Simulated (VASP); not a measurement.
Write the native input for VASP 6.6.1 that does the following.

```
Task                   : relaxation of shape and atoms at fixed volume
Functional             : PBE
Potentials or basis    : VASP PAW PBE potentials, release 64 (Pb_d, Te)
Cutoff                 : 600 eV
k mesh                 : 10 × 10 × 8
Occupations            : gaussian, width 0.05 eV
Spin                   : no spin polarisation
Dipole correction      : no
Further INCAR settings : ALGO = Normal; EDIFF = 1e-06; IBRION = 2; EDIFFG = -0.01; NSW = 60; ISIF = 4
```

The structure of TePb lies in POSCAR:

```
TePb
1.0
    4.5239694174      0.0000000000      0.0000000000
   -2.2619847087      3.9178724414      0.0000000000
    0.0000000000      0.0000000000      4.2267753947
Pb Te
1 1
Direct
    0.0000000000      0.0000000000      0.0000000000
    0.6666666667      0.3333333333      0.5000000000
```

This cell differs from its parent crystal: volume scaled by 1.040.

The input as run:

INCAR

```
PREC     = Accurate       # precision mode
ENCUT    = 600            # plane-wave cutoff, eV
EDIFF    = 1E-6           # SCF threshold, eV
ISMEAR   = 0              # smearing method
SIGMA    = 0.05           # smearing width, eV
LREAL    = F              # projectors in reciprocal space
LASPH    = T              # aspherical terms in the spheres
NELM     = 80             # most SCF steps
ALGO     = Normal         # electronic algorithm
ISIF     = 4              # what is computed and relaxed
LWAVE    = F              # write WAVECAR
LCHARG   = F              # write CHGCAR
GGA      = PE             # functional
IBRION   = 2              # ionic algorithm
NSW      = 60             # ionic steps
EDIFFG   = -0.01          # ionic threshold
```

KPOINTS

```
regular mesh
0
Gamma
  10 10 8
```

Potentials or basis: VASP PAW PBE potentials, release 64 (Pb_d, Te).

The run is started by

```sh
$ cat potpaw_PBE.64/Pb_d/POTCAR potpaw_PBE.64/Te/POTCAR > POTCAR
$ mpirun -np 1 vasp_std > vasp.out
```

Results of the run:

```json
{
 "Energy gained by relaxing": "0.1 meV/atom",
 "Ionic steps": "3",
 "Pressure after relaxing": "-1.2 GPa",
 "Band gap on the k mesh": "zero (band 10 reaches 4.69 eV, above the bottom of band 11 at 4.37 eV)"
}
```

Caveat: spin-orbit coupling is left out, which moves the levels of the heavy elements.

Wall time 71 s on 1 thread of AMD EPYC 9R45 96-Core Processor (Zen 5), on a shared host, peak memory 0.25 GiB.
